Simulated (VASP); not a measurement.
# Ga2H2O in VASP: single point with PBE

Aim: the single point of Ga2H2O with PBE.

Everything below comes from runs of VASP 6.6.1. Logs are shortened: lines on timing, memory, paths and dates and some standing lists are left out, and cuts for length are marked.

## (1) The cell of the first run

The typed cell holds 5 atoms: a = 3.904 Å, b = 3.904 Å, c = 4.224 Å, α = 90.00°, β = 90.00°, γ = 60.00°.

## (2) Single point, PBE

INCAR

```
SYSTEM = Ga2H2O
PREC = Accurate
ENCUT = 520
EDIFF = 1E-6
ISMEAR = -1
SIGMA = 0.1
LREAL = .False.
LASPH = .True.
NELM = 80
ALGO = Normal
ISIF = 2
LWAVE = .False.
LCHARG = .False.
GGA = PE
NBANDS = 25
```

KPOINTS

```
regular mesh
0
Gamma
  10 10 8
  0 0 0
```

POSCAR

```
Ga2H2O
1.0
    1.9521740000      3.3812620000      0.0000000000
   -1.9521740000      3.3812620000      0.0000000000
    0.0000000000      0.0000000000      4.2237760000
H O Ga
2 1 2
Direct
    0.3333000000      0.3334000000      0.1232000000
    0.6667000000      0.6666000000      0.8768000000
    0.0000000000      0.0000000000      0.0000000000
    0.3333000000      0.3334000000      0.4680000000
    0.6667000000      0.6666000000      0.5320000000
```

Potentials or basis: VASP PAW PBE potentials, release 64 (H, O, Ga_d).

On the command line:

```
> cat potpaw_PBE.64/H/POTCAR potpaw_PBE.64/O/POTCAR potpaw_PBE.64/Ga_d/POTCAR > POTCAR
> mpirun -np 1 vasp_std > vasp.out
```

OUTCAR:

```text
SYSTEM = Ga2H2O
   PREC = Accurate
   ENCUT = 520
   EDIFF = 1E-6
   ISMEAR = -1
   LREAL = .False.
   LASPH = .True.
   NELM = 80
   ISIF = 2
   GGA = PE

 ion  position               nearest neighbor table
   1  0.333  0.333  0.123-   4 1.46
   2  0.667  0.667  0.877-   5 1.46
   3  0.000  0.000  0.000-
   4  0.333  0.333  0.468-   1 1.46   5 2.27   5 2.27   5 2.27
   5  0.667  0.667  0.532-   2 1.46   4 2.27   4 2.27   4 2.27

  LATTYP: Found a hexagonal cell.
 ALAT       =     3.9043457889
 C/A-ratio  =     1.0818140166

  Lattice vectors:

 A1 = (   1.9521740000,  -3.3812620000,   0.0000000000)
 A2 = (   1.9521740000,   3.3812620000,   0.0000000000)
 A3 = (   0.0000000000,   0.0000000000,   4.2237760000)

Analysis of symmetry for initial positions (statically):
=====================================================================
 Subroutine PRICEL returns:
 Original cell was already a primitive cell.

 Routine SETGRP: Setting up the symmetry group for a
 hexagonal supercell.

 Subroutine GETGRP returns: Found  4 space group operations
 (whereof  4 operations were pure point group operations)
 out of a pool of 24 trial point group operations.

The static configuration has the point symmetry C_2h.

Analysis of symmetry for dynamics (positions and initial velocities):
=====================================================================
 Subroutine PRICEL returns:
 Original cell was already a primitive cell.

 Routine SETGRP: Setting up the symmetry group for a
 hexagonal supercell.

 Subroutine GETGRP returns: Found  4 space group operations
 (whereof  4 operations were pure point group operations)
 out of a pool of 24 trial point group operations.

The dynamic configuration has the point symmetry C_2h.

 Subroutine INISYM returns: Found  4 space group operations
 (whereof  4 operations are pure point group operations),
 and found     1 'primitive' translations

----------------------------------------------------------------------------------------

                                     Primitive cell

  volume of cell :      55.7607

  direct lattice vectors                    reciprocal lattice vectors
     1.952174000  3.381262000  0.000000000     0.256124710  0.147873782  0.000000000
    -1.952174000  3.381262000  0.000000000    -0.256124710  0.147873782  0.000000000
     0.000000000  0.000000000  4.223776000     0.000000000  0.000000000  0.236754979

  length of vectors
     3.904345789  3.904345789  4.223776000     0.295747397  0.295747397  0.236754979
[... 89 lines left out ...]
   EDIFFG = 0.1E-04   stopping-criterion for IOM
   NSW    =      0    number of steps for IOM
   IBRION =     -1    ionic relax: 0-MD 1-quasi-New 2-CG
   NFREE  =      0    steps in history (QN), initial steepest desc. (CG)
   ISIF   =      2    stress and relaxation
   ISYM   =      2    0-nonsym 1-usesym 2-fastsym
   POTIM  = 0.5000    time-step for ionic-motion
   TEBEG  =    0.0;   TEEND  =   0.0 temperature during run
   PSTRESS=    0.0 pullay stress
   NELECT =      34.0000    total number of electrons
   NUPDOWN=      -1.0000    fix difference up-down
   EMIN   =  10.00;   EMAX   =-10.00  energy-range for DOS
   EFERMI =   0.00;   METHOD = LEGACY
   ISMEAR =    -1;   SIGMA  =   0.10  broadening in eV -4-tet -1-fermi 0-gaus
   EFERMI_NEDOS =   21; number of points for ismear=-14 and -15
   IALGO  =     38    algorithm
   IMIX   =      4    mixing-type and parameters
     AMIX     =   0.40;   BMIX     =  1.00
     AMIX_MAG =   1.60;   BMIX_MAG =  1.00
  volume/ion in A,a.u.               =      11.15        75.26
  Fermi-wavevector in a.u.,A,eV,Ry     =   1.388220  2.623356 26.220544  1.927156
  Thomas-Fermi vector in A             =   2.512367
   LORBIT       =      0    0 simple, 1 ext, 2 COOP (PROOUT), +10 PAW based schemes
   GGA     = PE    functional components
   LHFCALC =     F    Hartree Fock is set to
   AEXX    =    0.0000 exact exchange contribution
   IVDW    =     0    specifies the selected vdW correction
   LEPSILON=     F    determine dielectric tensor
   LRPA    =     F    only Hartree local field effects (RPA)
 non-spin polarized calculation
  energy-cutoff  :      520.00
  volume of cell :       55.76
 maximum number of plane-waves:      1528
 NGX is ok and might be reduce to    30
   NGX = 15   NGY = 15   NGZ = 15

 number of electron      34.0000009 magnetization

 Free energy of the ion-electron system (eV)
  ---------------------------------------------------
  ext. energy  EPLUGINS =         0.00000000
  ---------------------------------------------------
  free energy    TOTEN  =       -12.15663798 eV

  energy without entropy =      -12.06579587  energy(sigma->0) =      -12.11121692

 E-fermi :   2.7970     XC(G=0): -10.4759

 val. band max:        2.7965507994   @ k =  -0.4000   0.3000   0.1250
 cond. band min:       2.7994597894   @ k =   0.1000   0.1000   0.3750
 fundamental gap:      0.0029089900
 Fermi energy:         2.7970114813

 k-point     1 :       0.0000    0.0000    0.0000
  band No.  band energies     occupation
      1     -13.6190      2.00000
      2     -12.4909      2.00000
      3     -12.3493      2.00000
      4     -12.3490      2.00000
      5     -12.2258      2.00000
      6     -12.2254      2.00000
[... 661 lines left out ...]
     24      14.3719      0.00000
     25      16.1814      0.00000

 [... further k-points ...]

------------------------ aborting loop because EDIFF is reached ----------------------------------------

  FORCE on cell =-STRESS in cart. coord.  units (eV):
  Direction    XX          YY          ZZ          XY          YZ          ZX
  --------------------------------------------------------------------------------------
  -------------------------------------------------------------------------------------
  Total        5.9070301      5.9174093      6.1076347      0.0089964      0.0010325     -0.0017883
  in kB      169.7272385    170.0254652    175.4912293      0.2584940      0.0296659     -0.0513820
  external PRESSURE =     171.7479777 kB  Pullay stress =       0.0000000 kB

 VOLUME and BASIS-vectors are now :
 -----------------------------------------------------------------------------
  energy-cutoff  :      520.00
  volume of cell :       55.76
      direct lattice vectors                 reciprocal lattice vectors
     1.952174000  3.381262000  0.000000000     0.256124710  0.147873782  0.000000000
    -1.952174000  3.381262000  0.000000000    -0.256124710  0.147873782  0.000000000
     0.000000000  0.000000000  4.223776000     0.000000000  0.000000000  0.236754979

 POSITION                                       TOTAL-FORCE (eV/Angst)
 -----------------------------------------------------------------------------------
     -0.00020      2.25429      0.52037        -0.000066      0.000038     -3.158905
      0.00020      4.50824      3.70341         0.000066     -0.000038      3.158905
      0.00000      0.00000      0.00000        -0.000000     -0.000000     -0.000000
     -0.00020      2.25429      1.97673         0.004990     -0.002881      0.970890
      0.00020      4.50824      2.24705        -0.004990      0.002881     -0.970890
 -----------------------------------------------------------------------------------
    total drift:                               -0.000000      0.000000     -0.000000

  FREE ENERGIE OF THE ION-ELECTRON SYSTEM (eV)
  ---------------------------------------------------
  free  energy   TOTEN  =       -12.1566379770 eV

  energy  without entropy=      -12.0657958708  energy(sigma->0) =      -12.11121692
```

It took 3.8 min on 1 thread of Intel Xeon Platinum 8375C at 2.90GHz (Ice Lake), shared host; peak memory 0.39 GiB.

Results:

```
Free energy            : -12.1566 eV
Pressure               : 17.2 GPa
Largest force          : 3.159 eV/Å
Band gap on the k mesh : zero (bands 17 and 18 overlap by 0.74 eV)
```

Forces in eV/Å, atoms in the order of the input:
```
H    0.000  0.000 -3.159
H    0.000  0.000  3.159
O    0.000  0.000  0.000
Ga   0.005 -0.003  0.971
Ga  -0.005  0.003 -0.971
```

Caveat: the cell stands under pressure; forces of over 1 eV/Å act on the atoms, so gaps and moduli don't describe the material at rest.
